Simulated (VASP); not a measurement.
# NaI (Pmma) in VASP: single point with PBE

Aim: the single point of NaI with PBE.

Everything below comes from runs of VASP 6.6.1. Logs are shortened: lines on timing, memory, paths and dates and some standing lists are left out, and cuts for length are marked.

**1. The cell of the first run**

The structure is orthorhombic, space group Pmma (No. 51). The conventional cell has a = 4.622 Å, b = 4.270 Å, c = 7.798 Å, α = 90.00°, β = 90.00°, γ = 90.00°. Within 4.3 Å of Na (site symmetry mm2) lie 6 I at 3.15 to 4.22 Å and 4 Na at 4.20 to 4.27 Å. I (site symmetry mm2) has 8 Na at 3.15 to 4.67 Å and 8 I at 4.27 to 4.63 Å within 4.7 Å.

**2. Single point, PBE**

Input file INCAR:

```
PREC     = Accurate       # precision mode
ENCUT    = 520            # plane-wave cutoff, eV
EDIFF    = 1E-6           # SCF threshold, eV
ISMEAR   = 0              # smearing method
SIGMA    = 0.1            # smearing width, eV
LREAL    = F              # projectors in reciprocal space
LASPH    = T              # aspherical terms in the spheres
NELM     = 80             # most SCF steps
ALGO     = Normal         # electronic algorithm
ISIF     = 2              # what is computed and relaxed
LWAVE    = F              # write WAVECAR
LCHARG   = F              # write CHGCAR
GGA      = PE             # functional
NBANDS   = 22             # bands
```

Input file KPOINTS:

```
Automatic mesh
0
Gamma
  4 4 4
```

Input file POSCAR:

```
NaI
1.0
    4.6222093067      0.0000000000      0.0000000000
    0.0000000000      4.2697016003      0.0000000000
    0.0000000000      0.0000000000      7.7983840000
Na I
2 2
Direct
    0.2500000000      0.5000000000      0.2750310000
    0.7500000000      0.5000000000      0.7249690000
    0.2500000000      0.0000000000      0.7424270000
    0.7500000000      0.0000000000      0.2575730000
```

Potentials or basis: VASP PAW PBE potentials, release 64 (Na_pv, I).

Command:

```console
cat potpaw_PBE.64/Na_pv/POTCAR potpaw_PBE.64/I/POTCAR > POTCAR
mpirun -np 1 vasp_std > vasp.out
```

OUTCAR:

```text
PREC = Accurate
   ENCUT = 520
   EDIFF = 1E-6
   ISMEAR = 0
   LREAL = F
   LASPH = T
   NELM = 80
   ISIF = 2
   GGA = PE

 ion  position               nearest neighbor table
   1  0.250  0.500  0.275-   4 3.15   4 3.15   4 3.15   4 3.15
   2  0.750  0.500  0.725-   3 3.15   3 3.15   3 3.15   3 3.15
   3  0.250  0.000  0.742-   2 3.15   2 3.15   2 3.15   2 3.15
   4  0.750  0.000  0.258-   1 3.15   1 3.15   1 3.15   1 3.15

  LATTYP: Found a simple orthorhombic cell.
 ALAT       =     4.2697016003
 B/A-ratio  =     1.0825602675
 C/A-ratio  =     1.8264470752

  Lattice vectors:

 A1 = (   0.0000000000,  -4.2697016003,   0.0000000000)
 A2 = (   4.6222093067,   0.0000000000,   0.0000000000)
 A3 = (   0.0000000000,   0.0000000000,   7.7983840000)

Analysis of symmetry for initial positions (statically):
=====================================================================
 Subroutine PRICEL returns:
 Original cell was already a primitive cell.

 Routine SETGRP: Setting up the symmetry group for a
 simple orthorhombic supercell.

 Subroutine GETGRP returns: Found  8 space group operations
 (whereof  4 operations were pure point group operations)
 out of a pool of  8 trial point group operations.

The static configuration has the point symmetry C_2h.
 The point group associated with its full space group is D_2h.

Analysis of symmetry for dynamics (positions and initial velocities):
=====================================================================
 Subroutine PRICEL returns:
 Original cell was already a primitive cell.

 Routine SETGRP: Setting up the symmetry group for a
 simple orthorhombic supercell.

 Subroutine GETGRP returns: Found  8 space group operations
 (whereof  4 operations were pure point group operations)
 out of a pool of  8 trial point group operations.

The dynamic configuration has the point symmetry C_2h.
 The point group associated with its full space group is D_2h.

 Subroutine INISYM returns: Found  8 space group operations
 (whereof  4 operations are pure point group operations),
 and found     1 'primitive' translations

----------------------------------------------------------------------------------------

                                     Primitive cell

  volume of cell :     153.9047

  direct lattice vectors                    reciprocal lattice vectors
     4.622209307  0.000000000  0.000000000     0.216346758  0.000000000  0.000000000
     0.000000000  4.269701600  0.000000000     0.000000000  0.234208405  0.000000000
     0.000000000  0.000000000  7.798384000     0.000000000  0.000000000  0.128231695

  length of vectors
     4.622209307  4.269701600  7.798384000     0.216346758  0.234208405  0.128231695

  position of ions in fractional coordinates (direct lattice)
     0.250000000  0.500000000  0.275031000
     0.750000000  0.500000000  0.724969000
     0.250000000  0.000000000  0.742427000
     0.750000000  0.000000000  0.257573000

  ion indices of the primitive-cell ions
   primitive index   ion index
                 1           1
                 2           2
                 3           3
                 4           4

----------------------------------------------------------------------------------------

 KPOINTS: Automatic mesh

Automatic generation of k-mesh.
 Grid dimensions read from file:
 generate k-points for:    4    4    4

 Generating k-lattice:

  Cartesian coordinates                     Fractional coordinates (reciprocal lattice)
     0.054086690  0.000000000  0.000000000     0.250000000  0.000000000  0.000000000
     0.000000000  0.058552101  0.000000000     0.000000000  0.250000000  0.000000000
     0.000000000  0.000000000  0.032057924     0.000000000  0.000000000  0.250000000

  Length of vectors
     0.054086690  0.058552101  0.032057924

  Shift w.r.t. Gamma in fractional coordinates (k-lattice)
     0.000000000  0.000000000  0.000000000

 Subroutine IBZKPT returns following result:
 ===========================================

 Found     27 irreducible k-points:

 Following reciprocal coordinates:
            Coordinates               Weight
  0.000000  0.000000  0.000000      1.000000
  0.250000  0.000000  0.000000      2.000000
  0.500000  0.000000  0.000000      1.000000
  0.000000  0.250000  0.000000      2.000000
  0.250000  0.250000  0.000000      4.000000
  0.500000  0.250000  0.000000      2.000000
[... 16 lines left out ...]
  0.250000  0.250000  0.500000      4.000000
  0.500000  0.250000  0.500000      2.000000
 [... further k-points ...]
   k-points           NKPTS =     27   k-points in BZ     NKDIM =     27   number of bands    NBANDS=     22
   number of dos      NEDOS =    301   number of ions     NIONS =      4
   total plane-waves  NPLWV =  69120
   dimension x,y,z NGX =    36 NGY =   32 NGZ =   60
   dimension x,y,z NGXF=    72 NGYF=   64 NGZF=  120
   ions per type =               2   2
   NGX,Y,Z   is equivalent  to a cutoff of  12.95, 12.46, 12.79 a.u.
   NGXF,Y,Z  is equivalent  to a cutoff of  25.90, 24.92, 25.58 a.u.
 SYSTEM =  unknown system
   PREC   = accura    normal or accurate (medium, high low for compatibility)
   ISTART =      0    job   : 0-new  1-cont  2-samecut
   ICHARG =      2    charge: 1-file 2-atom 10-const
   ISPIN  =      1    spin polarized calculation?
   LNONCOLLINEAR =      F non collinear calculations
   LSORBIT =      F    spin-orbit coupling
   LASPH  =      T    aspherical Exc in radial PAW
   ENCUT  =  520.0 eV  38.22 Ry    6.18 a.u.   8.59  7.94 14.50*2*pi/ulx,y,z
   NELM   =     80;   NELMIN=  2; NELMDL= -5     # of ELM steps
   EDIFF  = 0.1E-05   stopping-criterion for ELM
   LREAL  =      F    real-space projection
   EDIFFG = 0.1E-04   stopping-criterion for IOM
   NSW    =      0    number of steps for IOM
   IBRION =     -1    ionic relax: 0-MD 1-quasi-New 2-CG
   NFREE  =      0    steps in history (QN), initial steepest desc. (CG)
   ISIF   =      2    stress and relaxation
   ISYM   =      2    0-nonsym 1-usesym 2-fastsym
   POTIM  = 0.5000    time-step for ionic-motion
   TEBEG  =    0.0;   TEEND  =   0.0 temperature during run
   PSTRESS=    0.0 pullay stress
   NELECT =      28.0000    total number of electrons
   NUPDOWN=      -1.0000    fix difference up-down
   EMIN   =  10.00;   EMAX   =-10.00  energy-range for DOS
   EFERMI =   0.00;   METHOD = LEGACY
   ISMEAR =     0;   SIGMA  =   0.10  broadening in eV -4-tet -1-fermi 0-gaus
   EFERMI_NEDOS =   21; number of points for ismear=-14 and -15
   IALGO  =     38    algorithm
   IMIX   =      4    mixing-type and parameters
     AMIX     =   0.40;   BMIX     =  1.00
     AMIX_MAG =   1.60;   BMIX_MAG =  1.00
  volume/ion in A,a.u.               =      38.48       259.65
  Fermi-wavevector in a.u.,A,eV,Ry     =   0.927635  1.752975 11.707893  0.860506
  Thomas-Fermi vector in A             =   2.053725
   LORBIT       =      0    0 simple, 1 ext, 2 COOP (PROOUT), +10 PAW based schemes
   GGA     = PE    functional components
   LHFCALC =     F    Hartree Fock is set to
   AEXX    =    0.0000 exact exchange contribution
   IVDW    =     0    specifies the selected vdW correction
   LEPSILON=     F    determine dielectric tensor
   LRPA    =     F    only Hartree local field effects (RPA)
 non-spin polarized calculation
 Gauss-broadening in eV      SIGMA  =   0.10
  energy-cutoff  :      520.00
  volume of cell :      153.90
 maximum number of plane-waves:      4184
 NGX is ok and might be reduce to    36
   NGX = 17   NGY = 15   NGZ = 29

 number of electron      28.0000009 magnetization

 Free energy of the ion-electron system (eV)
  ---------------------------------------------------
  ext. energy  EPLUGINS =         0.00000000
  ---------------------------------------------------
  free energy    TOTEN  =       -10.29196857 eV

  energy without entropy =      -10.29196857  energy(sigma->0) =      -10.29196857

 E-fermi :   0.9998     XC(G=0):  -7.1289

 val. band max:        0.5547180905   @ k =   0.0000   0.5000   0.0000
 cond. band min:       3.2986948869   @ k =   0.0000   0.0000   0.0000
 fundamental gap:      2.7439767964
 Fermi energy:         0.9997846615

 k-point     1 :       0.0000    0.0000    0.0000
  band No.  band energies     occupation
      1     -22.6875      2.00000
      2     -22.6839      2.00000
      3     -22.6377      2.00000
      4     -22.6369      2.00000
      5     -22.6364      2.00000
      6     -22.6364      2.00000
[... 14 lines left out ...]
     21       8.3507      0.00000
     22       9.0263      0.00000

 k-point     2 :       0.2500    0.0000    0.0000
  band No.  band energies     occupation
      1     -22.6869      2.00000
      2     -22.6844      2.00000
      3     -22.6391      2.00000
      4     -22.6382      2.00000
      5     -22.6365      2.00000
      6     -22.6362      2.00000
[... 14 lines left out ...]
     21       9.1966      0.00000
     22       9.3435      0.00000

 k-point     3 :       0.5000    0.0000    0.0000
  band No.  band energies     occupation
      1     -22.6856      2.00000
      2     -22.6856      2.00000
      3     -22.6402      2.00000
      4     -22.6402      2.00000
      5     -22.6361      2.00000
      6     -22.6361      2.00000
[... 14 lines left out ...]
     21       8.7809      0.00000
     22       8.7809      0.00000

 k-point     4 :       0.0000    0.2500    0.0000
  band No.  band energies     occupation
      1     -22.6873      2.00000
      2     -22.6837      2.00000
      3     -22.6397      2.00000
      4     -22.6392      2.00000
      5     -22.6372      2.00000
      6     -22.6360      2.00000
[... 14 lines left out ...]
     21       8.6949      0.00000
     22       8.8016      0.00000

 k-point     5 :       0.2500    0.2500    0.0000
  band No.  band energies     occupation
      1     -22.6867      2.00000
      2     -22.6842      2.00000
      3     -22.6393      2.00000
      4     -22.6389      2.00000
      5     -22.6384      2.00000
      6     -22.6375      2.00000
[... 417 lines left out ...]
 k-point    22 :       0.0000    0.2500    0.5000
  band No.  band energies     occupation
      1     -22.6868      2.00000
      2     -22.6843      2.00000
      3     -22.6397      2.00000
      4     -22.6392      2.00000
      5     -22.6371      2.00000
      6     -22.6361      2.00000
[... 14 lines left out ...]
     21       8.6272      0.00000
     22       8.7659      0.00000

 k-point    23 :       0.2500    0.2500    0.5000
  band No.  band energies     occupation
      1     -22.6864      2.00000
      2     -22.6846      2.00000
      3     -22.6392      2.00000
      4     -22.6389      2.00000
      5     -22.6383      2.00000
      6     -22.6376      2.00000
[... 14 lines left out ...]
     21       8.5067      0.00000
     22       8.5748      0.00000

 k-point    24 :       0.5000    0.2500    0.5000
  band No.  band energies     occupation
      1     -22.6854      2.00000
      2     -22.6854      2.00000
      3     -22.6394      2.00000
      4     -22.6394      2.00000
      5     -22.6387      2.00000
      6     -22.6387      2.00000
[... 14 lines left out ...]
     21       9.0271      0.00000
     22       9.0271      0.00000

 [... further k-points ...]
[... 5 lines left out ...]
  --------------------------------------------------------------------------------------
  -------------------------------------------------------------------------------------
  Total        0.1718074      0.1851479      0.2026770      0.0000000      0.0000000      0.0000000
  in kB        1.7885485      1.9274260      2.1099071      0.0000000      0.0000000      0.0000000
  external PRESSURE =       1.9419605 kB  Pullay stress =       0.0000000 kB

 VOLUME and BASIS-vectors are now :
 -----------------------------------------------------------------------------
  energy-cutoff  :      520.00
  volume of cell :      153.90
      direct lattice vectors                 reciprocal lattice vectors
     4.622209307  0.000000000  0.000000000     0.216346758  0.000000000  0.000000000
     0.000000000  4.269701600  0.000000000     0.000000000  0.234208405  0.000000000
     0.000000000  0.000000000  7.798384000     0.000000000  0.000000000  0.128231695

 POSITION                                       TOTAL-FORCE (eV/Angst)
 -----------------------------------------------------------------------------------
      1.15555      2.13485      2.14480         0.000000      0.000000     -0.029268
      3.46666      2.13485      5.65359        -0.000000     -0.000000      0.029268
      1.15555      0.00000      5.78973        -0.000000     -0.000000     -0.001882
      3.46666      0.00000      2.00865        -0.000000     -0.000000      0.001882
 -----------------------------------------------------------------------------------
    total drift:                                0.000000      0.000000      0.000000

  FREE ENERGIE OF THE ION-ELECTRON SYSTEM (eV)
  ---------------------------------------------------
  free  energy   TOTEN  =       -10.2919685661 eV

  energy  without entropy=      -10.2919685661  energy(sigma->0) =      -10.29196857
```

Run time: 44 s. Hardware: 1 thread of Intel Xeon Platinum 8559C (Emerald Rapids), shared host; peak memory 0.27 GiB.

What came out:

| Property | Result |
| --- | --- |
| Free energy | -10.2920 eV |
| Pressure | 0.2 GPa |
| Largest force | 0.029 eV/Å |
| Band gap on the k mesh | 2.74 eV (least direct gap 2.96 eV) |

Forces in eV/Å, atoms in the order of the input:
```
Na   0.000  0.000 -0.029
Na   0.000  0.000  0.029
I    0.000  0.000 -0.002
I    0.000  0.000  0.002
```

Caveat: spin-orbit coupling is left out, which moves the levels of the heavy elements. A k mesh can miss the band edges.
